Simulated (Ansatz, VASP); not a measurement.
## CO2 in VASP and in Ansatz

File INCAR:

```
PREC = Accurate
ENCUT = 520
EDIFF = 1E-6
ISMEAR = 0
SIGMA = 0.05
LREAL = F
LASPH = T
NELM = 60
ALGO = Normal
ISIF = 2
LWAVE = F
LCHARG = T
GGA = PE
LELF = T
LVHAR = T
NBANDS = 44
```

The input KPOINTS:

```
Automatic mesh
0
Gamma
  4 4 4
```

Contents of POSCAR:

```
CO2
1.0
    6.0092532091      0.0000000000      0.0000000000
    0.0000000000      6.0092532091      0.0000000000
    0.0000000000      0.0000000000      6.1558789874
C O
4 8
Direct
    0.0000000000      0.0000000000      0.0000000000
    0.5000000000      0.0000000000      0.5000000000
    0.5000000000      0.5000000000      0.0000000000
    0.0000000000      0.5000000000      0.5000000000
    0.1114834447      0.1114834447      0.1114834447
    0.3885165553      0.8885165553      0.6114834447
    0.6114834447      0.3885165553      0.8885165553
    0.8885165553      0.6114834447      0.3885165553
    0.8885165553      0.8885165553      0.8885165553
    0.6114834447      0.1114834447      0.3885165553
    0.3885165553      0.6114834447      0.1114834447
    0.1114834447      0.3885165553      0.6114834447
```

Input for Ansatz:

```yaml
crystal:
  lattice:
    - [6.0092532091, 0.0, 0.0]
    - [0.0, 6.0092532091, 0.0]
    - [0.0, 0.0, 6.1558789874]
  atoms:
    - { symbol: C, position: [0.0, 0.0, 0.0] }
    - { symbol: C, position: [0.5, 0.0, 0.5] }
    - { symbol: C, position: [0.5, 0.5, 0.0] }
    - { symbol: C, position: [0.0, 0.5, 0.5] }
    - { symbol: O, position: [0.1114834447, 0.1114834447, 0.1114834447] }
    - { symbol: O, position: [0.3885165553, 0.8885165553, 0.6114834447] }
    - { symbol: O, position: [0.6114834447, 0.3885165553, 0.8885165553] }
    - { symbol: O, position: [0.8885165553, 0.6114834447, 0.3885165553] }
    - { symbol: O, position: [0.8885165553, 0.8885165553, 0.8885165553] }
    - { symbol: O, position: [0.6114834447, 0.1114834447, 0.3885165553] }
    - { symbol: O, position: [0.3885165553, 0.6114834447, 0.1114834447] }
    - { symbol: O, position: [0.1114834447, 0.3885165553, 0.6114834447] }
basis:
  ecutwfc: 520.0
kpoints:
  mp_grid: { grid: [4, 4, 4] }
hamiltonian:
  xc: pbe
scf:
  occupations: { method: gaussian, width: 0.05 }
output:
  forces: true
  stress: true
  eigenvalues: true
```

Alike in both runs: task single point; functional PBE; k mesh 4 × 4 × 4; occupations gaussian, width 0.05 eV; no spin polarisation.

|  | VASP | Ansatz |
| --- | --- | --- |
| version | VASP 6.6.1 | Ansatz 0.2.0 |
| potentials or method | VASP PAW PBE potentials, release 64 (C, O), cutoff 520 eV | scalar-relativistic, plane waves, PAW |
| valence electrons in the cell | 64 | 64 |

|  | VASP | Ansatz | Ansatz less VASP |
| --- | --- | --- | --- |
| gap on the k mesh at the Fermi level (eV) | 6.60 | 6.62 | +0.015 |
| least direct gap on the mesh (eV) | 6.60 | 6.62 | +0.015 |
| pressure (GPa) | 1.2 | 0.0 | -1.21 |
| traceless stress, the component that is largest in VASP (GPa) | -0.01 | -0.05 | -0.044 |
| rms of the force components (eV/Å) | 0.293 | 0.007 | -0.2858 |

Atom by atom the forces differ by 0.300 eV/Å (rms over components). One of these differences is far larger than is usual between the two programs; its cause wasn't traced. The functional is the same, so the differences come from potentials, cutoffs and numerics.

Noted on VASP's run: the standard files for N, O and F lose accuracy on very short bonds.
